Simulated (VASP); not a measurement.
Input of a VASP 6.6.1 run:

The input INCAR:

```
SYSTEM = BeSnSb2
PREC = Accurate
ENCUT = 520
EDIFF = 1E-7
ISMEAR = -1
SIGMA = 0.03
LREAL = .FALSE.
LASPH = .TRUE.
NELM = 60
ALGO = Normal
ISIF = 2
LWAVE = .FALSE.
LCHARG = .FALSE.
GGA = PS
NBANDS = 21
```

KPOINTS

```
regular mesh
0
G
  6 6 4
  0 0 0
```

Contents of POSCAR:

```
BeSnSb2
1.0
    4.2954141788      0.0000000000      0.0000000000
    0.0000000000      4.2954141788      0.0000000000
    0.0000000000      0.0000000000      6.0266434195
Be Sb Sn
1 2 1
Direct
    0.0000000000      0.0000000000      0.0000000000
    0.0000000000      0.5000000000      0.2003412314
    0.5000000000      0.0000000000      0.7996587686
    0.5000000000      0.5000000000      0.5000000000
```

Potentials or basis: VASP PAW PBE potentials, release 64 (Be, Sb, Sn_d).

Launch:

```sh
$ cat potpaw_PBE.64/Be/POTCAR potpaw_PBE.64/Sb/POTCAR potpaw_PBE.64/Sn_d/POTCAR > POTCAR
$ mpirun -np 1 vasp_std > vasp.out
```

(1) Predict the pressure.

(2) What does it give for the band gap on the k mesh?

Answers

(1) 0.2 GPa.

(2) zero (bands 13 and 14 overlap by 0.64 eV).

Caveat: the PAW data sets were made with another functional, which shifts forces and pressure a little; spin-orbit coupling is left out, which moves the levels of the heavy elements.
